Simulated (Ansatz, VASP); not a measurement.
# One calculation of Si, two programs

Contents of INCAR:

```
ALGO     = Normal         # electronic algorithm
EDIFF    = 1E-7           # SCF threshold, eV
ENCUT    = 520            # plane-wave cutoff, eV
GGA      = PE             # functional
ISIF     = 2              # what is computed and relaxed
ISMEAR   = -1             # smearing method
LASPH    = T              # aspherical terms in the spheres
LCHARG   = F              # write CHGCAR
LREAL    = F              # projectors in reciprocal space
LWAVE    = F              # write WAVECAR
NBANDS   = 8              # bands
NELM     = 100            # most SCF steps
PREC     = Accurate       # precision mode
SIGMA    = 0.05           # smearing width, eV
```

KPOINTS

```
k-points
0
Gamma
  18 18 18
```

Contents of POSCAR:

```
Si
1.0
   -1.5717280311      1.5717280311      1.5717280311
    1.5717280311     -1.5717280311      1.5717280311
    1.5717280311      1.5717280311     -1.5717280311
Si
1
Direct
    0.0000000000      0.0000000000      0.0000000000
```

Input for Ansatz:

```yaml
crystal:
  lattice:
    - [-1.5717280311, 1.5717280311, 1.5717280311]
    - [1.5717280311, -1.5717280311, 1.5717280311]
    - [1.5717280311, 1.5717280311, -1.5717280311]
  atoms:
    - { symbol: Si, position: [0.0, 0.0, 0.0] }
kpoints:
  mp_grid: { grid: [18, 18, 18] }
scf:
  occupations: { method: fermi_dirac, width: 0.05 }
hamiltonian:
  xc: pbe
  pseudopotentials: { kind: all_electron, lapw: { basis_error: 0.001 } }
output:
  forces: true
  stress: true
  eigenvalues: true
```

Change from the starting cell: volume scaled by 1.06.

Alike in both runs: task single point; functional PBE; k mesh 18 × 18 × 18; occupations fermi-dirac, width 0.05 eV; no spin polarisation.

```csv
,VASP,Ansatz
version,VASP 6.6.1,Ansatz 0.2.0
potentials or method,"VASP PAW PBE potentials, release 64 (Si), cutoff 520 eV","all-electron LAPW, scalar-relativistic"
```

|  | VASP | Ansatz | Ansatz less VASP |
| --- | --- | --- | --- |
| pressure (GPa) | -4.8 | -4.8 | +0.04 |

Ansatz ran all-electron here, and VASP with PAW potentials.
